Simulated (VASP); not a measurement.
# Ag4SnO4 (Fd-3m) in VASP: single point with PBE

Aim: the single point of Ag4SnO4 with PBE.

All numbers are computed with VASP 6.6.1; they aren't measurements. Logs are shortened: lines on timing, memory, paths and dates and some standing lists are left out, and cuts for length are marked.

**1. The cell of the first run**

It takes space group Fd-3m (No. 227, cubic). The conventional cell has a = 11.375 Å, b = 11.375 Å, c = 11.375 Å, α = 90.00°, β = 90.00°, γ = 90.00°. Within 3.3 Å of Ag (site symmetry 3m) lie 6 O at 2.38 to 3.22 Å and 1 Sn at 2.64 Å. Within 3.5 Å of Sn (site symmetry -43m) lie 4 Ag at 2.64 Å. O (site symmetry 3m) has 1 O at 1.38 Å within 1.8 Å.

The cell was generated, and may not be a known phase.

**2. Single point, PBE**

INCAR

```
ALGO = Normal ; EDIFF = 1E-6
ENCUT = 520 ; GGA = PE
ISIF = 2 ; ISMEAR = 0
LASPH = True ; LCHARG = False
LREAL = Auto ; LWAVE = False
NBANDS = 97 ; NELM = 80
PREC = Accurate ; SIGMA = 0.1
```

KPOINTS

```
k-points
0
Gamma
  6 6 6
```

POSCAR

```
Ag4SnO4
1.0
    0.0000000000      5.6874650734      5.6874650734
    5.6874650734      0.0000000000      5.6874650734
    5.6874650734      5.6874650734      0.0000000000
Ag Sn O
8 2 8
Direct
    0.3659998558      0.3659998558      0.3659998558
    0.3659998558      0.3659998558      0.9020004325
    0.3659998558      0.9020004325      0.3659998558
    0.9020004325      0.3659998558      0.3659998558
    0.8840001442      0.8840001442      0.3479995675
    0.8840001442      0.8840001442      0.8840001442
    0.8840001442      0.3479995675      0.8840001442
    0.3479995675      0.8840001442      0.8840001442
    0.5000000000      0.5000000000      0.5000000000
    0.7500000000      0.7500000000      0.7500000000
    0.0900535177      0.0900535177      0.0900535177
    0.0900535177      0.0900535177      0.7298394469
    0.0900535177      0.7298394469      0.0900535177
    0.7298394469      0.0900535177      0.0900535177
    0.1599464823      0.1599464823      0.5201605531
    0.1599464823      0.1599464823      0.1599464823
    0.1599464823      0.5201605531      0.1599464823
    0.5201605531      0.1599464823      0.1599464823
```

Potentials or basis: VASP PAW PBE potentials, release 64 (Ag, Sn_d, O).

Command:

```sh
> cat potpaw_PBE.64/Ag/POTCAR potpaw_PBE.64/Sn_d/POTCAR potpaw_PBE.64/O/POTCAR > POTCAR
> mpirun -np 1 vasp_std > vasp.out
```

OUTCAR:

```text
EDIFF = 1E-6
   ENCUT = 520
   GGA = PE
   ISIF = 2
   ISMEAR = 0
   LASPH = True
   LREAL = Auto
   NELM = 80
   PREC = Accurate

 ion  position               nearest neighbor table
   1  0.366  0.366  0.366-  15 2.38  17 2.38  18 2.38   9 2.64
   2  0.366  0.366  0.902-  16 2.38  17 2.38  18 2.38   9 2.64
   3  0.366  0.902  0.366-  16 2.38  15 2.38  18 2.38   9 2.64
   4  0.902  0.366  0.366-  16 2.38  15 2.38  17 2.38   9 2.64
   5  0.884  0.884  0.348-  11 2.38  13 2.38  14 2.38  10 2.64
   6  0.884  0.884  0.884-  12 2.38  13 2.38  14 2.38  10 2.64
[... 10 lines left out ...]
  17  0.160  0.520  0.160-  13 1.38   1 2.38   4 2.38   2 2.38
  18  0.520  0.160  0.160-  14 1.38   1 2.38   3 2.38   2 2.38

  LATTYP: Found a face centered cubic cell.
 ALAT       =    11.3749301468

  Lattice vectors:

 A1 = (   0.0000000000,   5.6874650734,   5.6874650734)
 A2 = (   5.6874650734,   0.0000000000,   5.6874650734)
 A3 = (   5.6874650734,   5.6874650734,   0.0000000000)

Analysis of symmetry for initial positions (statically):
=====================================================================
 Subroutine PRICEL returns:
 Original cell was already a primitive cell.

 Routine SETGRP: Setting up the symmetry group for a
 face centered cubic supercell.

 Subroutine GETGRP returns: Found 48 space group operations
 (whereof 24 operations were pure point group operations)
 out of a pool of 48 trial point group operations.

The static configuration has the point symmetry T_d .
 The point group associated with its full space group is O_h .

Analysis of symmetry for dynamics (positions and initial velocities):
=====================================================================
 Subroutine PRICEL returns:
 Original cell was already a primitive cell.

 Routine SETGRP: Setting up the symmetry group for a
 face centered cubic supercell.

 Subroutine GETGRP returns: Found 48 space group operations
 (whereof 24 operations were pure point group operations)
 out of a pool of 48 trial point group operations.

The dynamic configuration has the point symmetry T_d .
 The point group associated with its full space group is O_h .

 Subroutine INISYM returns: Found 48 space group operations
 (whereof 24 operations are pure point group operations),
 and found     1 'primitive' translations

----------------------------------------------------------------------------------------

                                     Primitive cell
[... 119 lines left out ...]
   NFREE  =      0    steps in history (QN), initial steepest desc. (CG)
   ISIF   =      2    stress and relaxation
   ISYM   =      2    0-nonsym 1-usesym 2-fastsym
   POTIM  = 0.5000    time-step for ionic-motion
   TEBEG  =    0.0;   TEEND  =   0.0 temperature during run
   PSTRESS=    0.0 pullay stress
   NELECT =     164.0000    total number of electrons
   NUPDOWN=      -1.0000    fix difference up-down
   EMIN   =  10.00;   EMAX   =-10.00  energy-range for DOS
   EFERMI =   0.00;   METHOD = LEGACY
   ISMEAR =     0;   SIGMA  =   0.10  broadening in eV -4-tet -1-fermi 0-gaus
   EFERMI_NEDOS =   21; number of points for ismear=-14 and -15
   IALGO  =     38    algorithm
   IMIX   =      4    mixing-type and parameters
     AMIX     =   0.40;   BMIX     =  1.00
     AMIX_MAG =   1.60;   BMIX_MAG =  1.00
  volume/ion in A,a.u.               =      20.44       137.95
  Fermi-wavevector in a.u.,A,eV,Ry     =   1.250530  2.363159 21.277127  1.563825
  Thomas-Fermi vector in A             =   2.384520
   LORBIT       =      0    0 simple, 1 ext, 2 COOP (PROOUT), +10 PAW based schemes
   GGA     = PE    functional components
   LHFCALC =     F    Hartree Fock is set to
   AEXX    =    0.0000 exact exchange contribution
   IVDW    =     0    specifies the selected vdW correction
   LEPSILON=     F    determine dielectric tensor
   LRPA    =     F    only Hartree local field effects (RPA)
 non-spin polarized calculation
 Gauss-broadening in eV      SIGMA  =   0.10
  energy-cutoff  :      520.00
  volume of cell :      367.95
 maximum number of plane-waves:      9935
   NGX = 29   NGY = 29   NGZ = 29

 number of electron     163.9999975 magnetization

 Free energy of the ion-electron system (eV)
  ---------------------------------------------------
  ext. energy  EPLUGINS =         0.00000000
  ---------------------------------------------------
  free energy    TOTEN  =       -63.00809023 eV

  energy without entropy =      -62.90895105  energy(sigma->0) =      -62.95852064

 E-fermi :   3.0294     XC(G=0):  -9.3238

 val. band max:        3.0236504414   @ k =  -0.1667   0.1667   0.0000
 cond. band min:       3.0513348807   @ k =  -0.1667   0.1667   0.0000
 fundamental gap:      0.0276844393
 Fermi energy:         3.0293924731

 k-point     1 :       0.0000    0.0000    0.0000
  band No.  band energies     occupation
      1     -20.0284      2.00000
      2     -19.9151      2.00000
      3     -19.9151      2.00000
      4     -19.9151      2.00000
      5     -17.8618      2.00000
      6     -17.8618      2.00000
[... 1541 lines left out ...]
     93       7.6961      0.00000
     94       7.6961      0.00000
 [bands above 94 left out]

------------------------ aborting loop because EDIFF is reached ----------------------------------------

  FORCE on cell =-STRESS in cart. coord.  units (eV):
  Direction    XX          YY          ZZ          XY          YZ          ZX
  --------------------------------------------------------------------------------------
  -------------------------------------------------------------------------------------
  Total        0.2307853      0.2307853      0.2307853      0.0000000     -0.0000000     -0.0000000
  in kB        1.0049224      1.0049224      1.0049224      0.0000000     -0.0000000     -0.0000000
  external PRESSURE =       1.0049224 kB  Pullay stress =       0.0000000 kB

 VOLUME and BASIS-vectors are now :
 -----------------------------------------------------------------------------
  energy-cutoff  :      520.00
  volume of cell :      367.95
      direct lattice vectors                 reciprocal lattice vectors
     0.000000000  5.687465073  5.687465073    -0.087912628  0.087912628  0.087912628
     5.687465073  0.000000000  5.687465073     0.087912628 -0.087912628  0.087912628
     5.687465073  5.687465073  0.000000000     0.087912628  0.087912628 -0.087912628

 POSITION                                       TOTAL-FORCE (eV/Angst)
 -----------------------------------------------------------------------------------
      4.16322      4.16322      4.16322        -0.011974     -0.011974     -0.011974
      7.21171      7.21171      4.16322         0.011974      0.011974     -0.011974
      7.21171      4.16322      7.21171         0.011974     -0.011974      0.011974
      4.16322      7.21171      7.21171        -0.011974      0.011974      0.011974
      7.00696      7.00696     10.05544        -0.011974     -0.011974      0.011974
     10.05544     10.05544     10.05544         0.011974      0.011974      0.011974
[... 10 lines left out ...]
      3.86809      1.81938      3.86809        -0.163401      0.163401     -0.163401
      1.81938      3.86809      3.86809         0.163401     -0.163401     -0.163401
 -----------------------------------------------------------------------------------
    total drift:                                0.000000      0.000000      0.000000

  FREE ENERGIE OF THE ION-ELECTRON SYSTEM (eV)
  ---------------------------------------------------
  free  energy   TOTEN  =       -63.0080902295 eV

  energy  without entropy=      -62.9089510505  energy(sigma->0) =      -62.95852064
```

OSZICAR:

```text
N       E                     dE             d eps       ncg     rms          rms(c)
DAV:   1     0.184434822178E+04    0.18443E+04   -0.76892E+04  3354   0.186E+03
DAV:   2     0.222002235147E+03   -0.16223E+04   -0.15599E+04  3352   0.524E+02
DAV:   3    -0.474185338256E+02   -0.26942E+03   -0.25521E+03  3440   0.180E+02
DAV:   4    -0.717949307551E+02   -0.24376E+02   -0.23712E+02  3509   0.587E+01
DAV:   5    -0.729425123850E+02   -0.11476E+01   -0.11361E+01  4440   0.124E+01    0.226E+01
DAV:   6    -0.679279467593E+02    0.50146E+01   -0.44183E+01  4112   0.339E+01    0.207E+01
DAV:   7    -0.635489629520E+02    0.43790E+01   -0.18921E+01  4383   0.178E+01    0.107E+01
DAV:   8    -0.630581567984E+02    0.49081E+00   -0.59541E+00  3398   0.599E+00    0.492E+00
DAV:   9    -0.630211135612E+02    0.37043E-01   -0.40529E-01  3846   0.247E+00    0.111E+00
DAV:  10    -0.630089025816E+02    0.12211E-01   -0.73091E-02  4158   0.933E-01    0.335E-01
DAV:  11    -0.630078636274E+02    0.10390E-02   -0.11517E-02  3920   0.388E-01    0.869E-02
DAV:  12    -0.630080512991E+02   -0.18767E-03   -0.11503E-03  3663   0.124E-01    0.415E-02
DAV:  13    -0.630080835773E+02   -0.32278E-04   -0.11361E-04  3872   0.425E-02    0.171E-02
DAV:  14    -0.630080894220E+02   -0.58447E-05   -0.24186E-05  3656   0.171E-02    0.445E-03
DAV:  15    -0.630080902295E+02   -0.80756E-06   -0.27307E-06  2472   0.559E-03
   1 F= -.63008090E+02 E0= -.62958521E+02  d E =-.991392E-01
```

It took 10 min on 1 thread of AMD EPYC 9R45 (Zen 5), shared host; peak memory 0.66 GiB.

Results:

* Free energy: -63.0081 eV
* Pressure: 0.1 GPa
* Largest force: 0.283 eV/Å
* Band gap on the k mesh: zero (bands 82 and 83 overlap by 0.22 eV)

Forces on the atoms (eV/Å):
```
Ag  -0.012 -0.012 -0.012
Ag   0.012  0.012 -0.012
Ag   0.012 -0.012  0.012
Ag  -0.012  0.012  0.012
Ag  -0.012 -0.012  0.012
Ag   0.012  0.012  0.012
Ag  -0.012  0.012 -0.012
Ag   0.012 -0.012 -0.012
Sn   0.000  0.000  0.000
Sn   0.000  0.000  0.000
O   -0.163 -0.163 -0.163
O    0.163  0.163 -0.163
O    0.163 -0.163  0.163
O   -0.163  0.163  0.163
O   -0.163 -0.163  0.163
O    0.163  0.163  0.163
O   -0.163  0.163 -0.163
O    0.163 -0.163 -0.163
```

Levels at points of the mesh, in eV from the Fermi level:
```tsv
k point	band 79	band 80	band 81	band 82	band 83	band 84	band 85	band 86
(0.00, 0.00, 0.00)	-0.13	-0.13	-0.02	-0.02	-0.02	0.20	0.20	0.20
(0.50, 0.00, 0.00)	-0.20	-0.20	-0.14	-0.14	0.15	0.31	0.31	0.47
(0.50, 0.50, 0.00)	-0.36	-0.36	-0.26	-0.26	-0.03	-0.03	0.70	0.70
```

Caveat: semilocal functionals underestimate gaps, and a narrow one can read as zero; spin-orbit coupling is left out, which moves the levels of the heavy elements.

The gap in the log of VASP goes by the Fermi energy; the results here count the filled bands.